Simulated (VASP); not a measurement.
# S (P6_3/mmc) in VASP: notebook, part 2 of 2

VASP 6.6.1.

## (3) Single point, PBE+D4

This run uses another cell than the first one, of 14.61 Å³/atom, 1.080 times its volume.

INCAR

```
PREC = Accurate
ENCUT = 520
EDIFF = 1E-6
ISMEAR = -1
SIGMA = 0.05
LREAL = False
LASPH = True
NELM = 60
ALGO = Normal
ISIF = 2
LWAVE = False
LCHARG = False
GGA = PE
IVDW = 13
NBANDS = 13
```

KPOINTS

```
regular mesh
0
Gamma
  17 17 9
```

POSCAR

```
S
1.0
    3.1328563033      0.0000000000      0.0000000000
   -1.5664281516      2.7131331450      0.0000000000
    0.0000000000      0.0000000000      3.4384087636
S
2
Direct
    0.3333333333      0.6666666667      0.2500000000
    0.6666666667      0.3333333333      0.7500000000
```

Potentials or basis: VASP PAW PBE potentials, release 64 (S).

Run with:

```
cat potpaw_PBE.64/S/POTCAR > POTCAR
mpirun -np 1 vasp_std > vasp.out
```

OUTCAR:

```text
PREC = Accurate
   ENCUT = 520
   EDIFF = 1E-6
   ISMEAR = -1
   LREAL = False
   LASPH = True
   NELM = 60
   ISIF = 2
   GGA = PE
   IVDW = 13

 ion  position               nearest neighbor table
   1  0.333  0.667  0.250-   2 2.50   2 2.50   2 2.50   2 2.50   2 2.50   2 2.50
   2  0.667  0.333  0.750-   1 2.50   1 2.50   1 2.50   1 2.50   1 2.50   1 2.50

  LATTYP: Found a hexagonal cell.
 ALAT       =     3.1328563033
 C/A-ratio  =     1.0975315912

  Lattice vectors:

 A1 = (   3.1328563033,   0.0000000000,   0.0000000000)
 A2 = (  -1.5664281516,   2.7131331450,   0.0000000000)
 A3 = (   0.0000000000,   0.0000000000,   3.4384087636)

Analysis of symmetry for initial positions (statically):
=====================================================================
 Subroutine PRICEL returns:
 Original cell was already a primitive cell.

 Routine SETGRP: Setting up the symmetry group for a
 hexagonal supercell.

 Subroutine GETGRP returns: Found 24 space group operations
 (whereof 12 operations were pure point group operations)
 out of a pool of 24 trial point group operations.
[... 177 lines left out ...]
      4       6.5730      2.00000
      5       6.5730      2.00000
      6      10.2076      0.00000
      7      10.2076      0.00000
      8      12.9036      0.00000
      9      13.7753      0.00000
     10      18.8241      0.00000
     11      19.8776      0.00000
     12      19.8776      0.00000
     13      20.7890      0.00000
[... 354 lines left out ...]
  band No.  band energies     occupation
      1      -7.7240      2.00000
      2      -1.6005      2.00000
      3       3.6267      2.00000
      4       3.7766      2.00000
      5       5.1456      2.00000
      6       9.5261      0.00123
      7      10.0862      0.00000
      8      11.0207      0.00000
      9      15.8564      0.00000
     10      15.9816      0.00000
     11      17.5267      0.00000
     12      22.5997      0.00000
     13      22.8356      0.00000

 [... further k-points ...]

------------------------ aborting loop because EDIFF is reached ----------------------------------------

  DFT-D4 for vdW energy calculation

  Edisp (eV):   -0.87174

  FORCE on cell =-STRESS in cart. coord.  units (eV):
  Direction    XX          YY          ZZ          XY          YZ          ZX
  --------------------------------------------------------------------------------------
  -------------------------------------------------------------------------------------
  Total       1.78012     1.78012     1.77944     0.00000     0.00000     0.00000
  in kB      97.58655    97.58655    97.54950     0.00000     0.00000     0.00000
  external pressure =       97.57 kB  Pullay stress =        0.00 kB

 VOLUME and BASIS-vectors are now :
 -----------------------------------------------------------------------------
  energy-cutoff  :      520.00
  volume of cell :       29.23
      direct lattice vectors                 reciprocal lattice vectors
     3.132856303  0.000000000  0.000000000     0.319197532  0.184288781  0.000000000
    -1.566428152  2.713133145  0.000000000     0.000000000  0.368577562  0.000000000
     0.000000000  0.000000000  3.438408764     0.000000000  0.000000000  0.290832204

 POSITION                                       TOTAL-FORCE (eV/Angst)
 -----------------------------------------------------------------------------------
     -0.00000      1.80876      0.85960        -0.000000      0.000000      0.000000
      1.56643      0.90438      2.57881         0.000000     -0.000000      0.000000
 -----------------------------------------------------------------------------------
    total drift:                               -0.000000      0.000000      0.000000

  FREE ENERGIE OF THE ION-ELECTRON SYSTEM (eV)
  ---------------------------------------------------
  free  energy   TOTEN  =        -7.2455522919 eV

  energy  without entropy=       -7.2373188742  energy(sigma->0) =       -7.24143558
```

OSZICAR:

```text
N       E                     dE             d eps       ncg     rms          rms(c)
DAV:   1     0.432922277218E+02    0.43292E+02   -0.57443E+03  4298   0.828E+02
DAV:   2    -0.439691440252E+01   -0.47689E+02   -0.45246E+02  5949   0.145E+02
DAV:   3    -0.635549347313E+01   -0.19586E+01   -0.19477E+01  5623   0.297E+01
DAV:   4    -0.636914417419E+01   -0.13651E-01   -0.13647E-01  5066   0.301E+00
DAV:   5    -0.636927953335E+01   -0.13536E-03   -0.13535E-03  5789   0.294E-01    0.167E+01
DAV:   6    -0.637161465915E+01   -0.23351E-02   -0.13228E-03  5270   0.298E-01    0.100E+01
DAV:   7    -0.637374984740E+01   -0.21352E-02   -0.31809E-03  5260   0.459E-01    0.703E-02
DAV:   8    -0.637379743545E+01   -0.47588E-04   -0.10516E-04  5565   0.754E-02    0.384E-02
DAV:   9    -0.637381607715E+01   -0.18642E-04   -0.20579E-05  5406   0.325E-02    0.152E-02
DAV:  10    -0.637381638676E+01   -0.30962E-06   -0.54035E-07  3810   0.541E-03
   1 F= -.72455523E+01 E0= -.72414356E+01  d E =-.823342E-02
```

Run time: 17 s. Hardware: 1 thread of AMD EPYC 9R45 (Zen 5), shared host; peak memory 0.14 GiB.

What came out:

```yaml
Free_energy: -7.2456 eV
Pressure: 9.8 GPa
Band_gap_on_the_k_mesh: zero (band 6 reaches 10.21 eV, above the bottom of band 7 at 7.82 eV)
Dispersion_energy_per_atom: -0.436 eV
```

Caveat: pairwise dispersion overbinds metals, which lowers pressure and volume.

## (4) Single point, PBE+D4

This run uses another cell than the first one, of 15.33 Å³/atom, 1.133 times its volume.

INCAR

```
SYSTEM = S
ALGO = Normal
EDIFF = 1E-6
ENCUT = 520
GGA = PE
ISIF = 2
ISMEAR = -1
IVDW = 13
LASPH = .True.
LCHARG = .False.
LREAL = .False.
LWAVE = .False.
NBANDS = 13
NELM = 60
PREC = Accurate
SIGMA = 0.05
```

KPOINTS

```
k-points
0
Gamma
  17 17 9
  0 0 0
```

POSCAR

```
S
1.0
    3.1973745226      0.0000000000      0.0000000000
   -1.5986872613      2.7690075620      0.0000000000
    0.0000000000      0.0000000000      3.4620840172
S
2
Direct
    0.3333333333      0.6666666667      0.2500000000
    0.6666666667      0.3333333333      0.7500000000
```

Run with:

```
cat potpaw_PBE.64/S/POTCAR > POTCAR
mpirun -np 1 vasp_std > vasp.out
```

Run time: 18 s. Hardware: 1 thread of AMD EPYC 9R45 (Zen 5), shared host; peak memory 0.14 GiB.

Results (log left out):

| Property | Result |
| --- | --- |
| Free energy | -7.3102 eV |
| Pressure | 4.8 GPa |
| Band gap on the k mesh | zero (band 6 reaches 9.37 eV, above the bottom of band 7 at 7.13 eV) |
| Dispersion energy per atom | -0.417 eV |

Levels at points of the mesh, in eV from the Fermi level:
```
           k point  band 4  band 5  band 6  band 7  band 8  band 9
(0.00, 0.00, 0.00)   -2.57   -2.57    0.98    0.98    3.89    4.30
```

Caveat: pairwise dispersion overbinds metals, which lowers pressure and volume.

## (5) Single point, PBE+D4

This run uses another cell than the first one, of 16.24 Å³/atom, 1.200 times its volume.

INCAR

```
SYSTEM = S
  PREC = Accurate
  ENCUT = 520
  EDIFF = 1E-7
  ISMEAR = -1
  SIGMA = 0.05
  LREAL = .FALSE.
  LASPH = .TRUE.
  NELM = 100
  ALGO = Normal
  ISIF = 2
  LWAVE = .FALSE.
  LCHARG = .FALSE.
  GGA = PE
  IVDW = 13
  NBANDS = 13
```

KPOINTS

```
Automatic mesh
0
G
  17 17 9
  0 0 0
```

POSCAR

```
S
1.0
    3.2782213938      0.0000000000      0.0000000000
   -1.6391106969      2.8390230063      0.0000000000
    0.0000000000      0.0000000000      3.4889854228
S
2
Direct
    0.3333333333      0.6666666667      0.2500000000
    0.6666666667      0.3333333333      0.7500000000
```

Run with:

```
cat potpaw_PBE.64/S/POTCAR > POTCAR
mpirun -np 1 vasp_std > vasp.out
```

Wall time 21 s (1 thread of AMD EPYC 9R45 (Zen 5), shared host); peak memory 0.14 GiB.

Results (log left out):

| Property | Result |
| --- | --- |
| Free energy | -7.3360 eV |
| Pressure | -0.2 GPa |
| Band gap on the k mesh | zero (band 6 reaches 8.41 eV, above the bottom of band 7 at 6.34 eV) |
| Dispersion energy per atom | -0.396 eV |

Levels at points of the mesh, in eV from the Fermi level:
```
           k point  band 4  band 5  band 6  band 7  band 8  band 9
(0.00, 0.00, 0.00)   -2.56   -2.56    0.89    0.89    3.93    4.08
```

Caveat: pairwise dispersion overbinds metals, which lowers pressure and volume.

## (6) The runs side by side

```csv
cell,gap on the mesh (eV),pressure (GPa)
"a = 3.029, b = 3.029, c = 3.405 Å, angles 90.0, 90.0, 120.0°, 2 atoms",none,19.7
"a = 3.133, b = 3.133, c = 3.438 Å, angles 90.0, 90.0, 120.0°, 2 atoms",none,9.8
"a = 3.197, b = 3.197, c = 3.462 Å, angles 90.0, 90.0, 120.0°, 2 atoms",none,4.8
"a = 3.278, b = 3.278, c = 3.489 Å, angles 90.0, 90.0, 120.0°, 2 atoms",none,-0.2
```

Alike in all rows: task single point; level PBE+D4; potentials or basis VASP PAW PBE potentials, release 64 (S); no spin polarisation; k mesh 17 × 17 × 9; cutoff (eV) 520; smearing fermi-dirac 0.05 eV.

Caveats: pairwise dispersion overbinds metals, which lowers pressure and volume.

Absolute energies hang on the potentials; compare differences alone.
